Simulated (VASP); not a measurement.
Set up this calculation in VASP 6.6.1, as the native input.

| Item | Value |
| --- | --- |
| Task | single point |
| Functional | PBE |
| Potentials or basis | VASP PAW PBE potentials, release 64 (Ti_sv, O) |
| Cutoff | 520 eV |
| k mesh | 6 × 6 × 10 |
| Occupations | gaussian, width 0.02 eV |
| Spin | no spin polarisation |
| Dipole correction | no |
| Further INCAR settings | ALGO = Normal; EDIFF = 1e-07; NBANDS = 33 |

The structure of TiO2 lies in POSCAR:

```
TiO2
1.0
    4.6432750096      0.0000000000      0.0000000000
    0.0000000000      4.6432750096      0.0000000000
    0.0000000000      0.0000000000      2.9638820257
Ti O
2 4
Direct
    0.0000000000      0.0000000000      0.0000000000
    0.5000000000      0.5000000000      0.5000000000
    0.3051282514      0.3051282514      0.0000000000
    0.1948717486      0.8051282514      0.5000000000
    0.6948717486      0.6948717486      0.0000000000
    0.8051282514      0.1948717486      0.5000000000
```

These files were run (other wordings do the same):

INCAR

```
  PREC = Accurate
  ENCUT = 520
  EDIFF = 1E-7
  ISMEAR = 0
  SIGMA = 0.02
  LREAL = F
  LASPH = T
  NELM = 100
  ALGO = Normal
  ISIF = 2
  LWAVE = F
  LCHARG = T
  GGA = PE
  LELF = T
  LVHAR = T
  NBANDS = 33
```

KPOINTS

```
regular mesh
0
Gamma
  6 6 10
```

Potentials or basis: VASP PAW PBE potentials, release 64 (Ti_sv, O).

Launch:

```bash
$ cat potpaw_PBE.64/Ti_sv/POTCAR potpaw_PBE.64/O/POTCAR > POTCAR
$ mpirun -np 1 vasp_std > vasp.out
```

It gave:

* Pressure: 0.7 GPa
* Largest force: 0.029 eV/Å
* Band gap on the k mesh: 1.84 eV, direct

Wall time 48 s on 1 thread of Intel(R) Xeon(R) 6975P-C (Granite Rapids), on a shared host, peak memory 0.23 GiB.
